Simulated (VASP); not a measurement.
Input of a VASP 6.6.1 run:

Contents of INCAR:

```
PREC = Accurate
ENCUT = 520
EDIFF = 1E-6
ISMEAR = 0
SIGMA = 0.1
LREAL = False
LASPH = True
NELM = 100
ALGO = Normal
ISIF = 2
LWAVE = False
LCHARG = False
GGA = PE
NBANDS = 30
```

KPOINTS

```
regular mesh
0
Gamma
  6 6 6
```

File POSCAR:

```
Hf2H
1.0
   -2.9355074840      2.9355074840      2.7557816008
    2.9355074840     -2.9355074840      2.7557816008
    2.9355074840      2.9355074840     -2.7557816008
Hf H
4 2
Direct
    0.1721383139      0.6721383139      0.8442766278
    0.6721383139      0.8278616861      0.5000000000
    0.8278616861      0.3278616861      0.1557233722
    0.3278616861      0.1721383139      0.5000000000
    0.7500000000      0.7500000000      0.0000000000
    0.2500000000      0.2500000000      0.0000000000
```

Potentials or basis: VASP PAW PBE potentials, release 64 (Hf_pv, H).

Run with:

```console
$ cat potpaw_PBE.64/Hf_pv/POTCAR potpaw_PBE.64/H/POTCAR > POTCAR
$ mpirun -np 1 vasp_std > vasp.out
```

Question: Estimate the largest force.

Answer: 0.021 eV/Å.

Question: Estimate the pressure.

Answer: -0.4 GPa.

Question: Predict the band gap on the k mesh.

Answer: Zero (band 21 reaches 5.15 eV, above the bottom of band 22 at 4.57 eV).

Forces in eV/Å, atoms in the order of the input:
```
Hf  -0.015 -0.015  0.000
Hf   0.015 -0.015  0.000
Hf   0.015  0.015  0.000
Hf  -0.015  0.015  0.000
H    0.000  0.000  0.000
H    0.000  0.000  0.000
```

Caveat: spin-orbit coupling is left out, which moves the levels of the heavy elements.
